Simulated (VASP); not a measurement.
ZnS, 6 atoms in the cell. The structure is trigonal, space group R3m (No. 160). The conventional cell has a = 3.731 Å, b = 3.731 Å, c = 28.062 Å, α = 90.00°, β = 90.00°, γ = 120.00°. Zn (site symmetry 3m) has 4 S at 2.29 to 2.34 Å within 3.0 Å. Zn (site symmetry 3m) has 4 S at 2.29 to 2.33 Å within 3.0 Å. Within 3.0 Å of Zn (site symmetry 3m) lie 4 S at 2.29 to 2.34 Å. Within 3.0 Å of S (site symmetry 3m) lie 4 Zn at 2.29 to 2.34 Å. Within 3.0 Å of S (site symmetry 3m) lie 4 Zn at 2.29 to 2.34 Å. S (site symmetry 3m) has 4 Zn at 2.29 to 2.33 Å within 3.0 Å.  This cell differs from its parent crystal: strain -0.0200 x Voigt [1, 1, 0, 0, 0, 0].

- Program: VASP 6.6.1
- Task: single point
- Functional: r2SCAN
- Potentials or basis: VASP PAW PBE potentials, release 64 (Zn, S)
- Cutoff: 520 eV
- k mesh: 6 × 6 × 6
- Occupations: gaussian, width 0.05 eV
- Spin: no spin polarisation
- Dipole correction: no
- Further INCAR settings: ALGO = Normal; EDIFF = 1e-06; NBANDS = 36

Potentials or basis: VASP PAW PBE potentials, release 64 (Zn, S).

Launch:

```console
$ cat potpaw_PBE.64/Zn/POTCAR potpaw_PBE.64/S/POTCAR > POTCAR
$ cp INCAR.step1 INCAR
$ mpirun -np 1 vasp_std > vasp.out
$ cp INCAR.step2 INCAR
$ mpirun -np 1 vasp_std > vasp.out
```

Hardware: 1 thread of Intel(R) Xeon(R) Platinum 8259CL CPU @ 2.50GHz (Skylake/Cascade Lake), with other jobs on the host.

Q: Estimate the wall time of this run.

A: Run time: 59 min on 1 thread of Intel(R) Xeon(R) Platinum 8259CL CPU @ 2.50GHz (Skylake/Cascade Lake) (shared host), peak memory 0.86 GiB. Counts: k points 32.
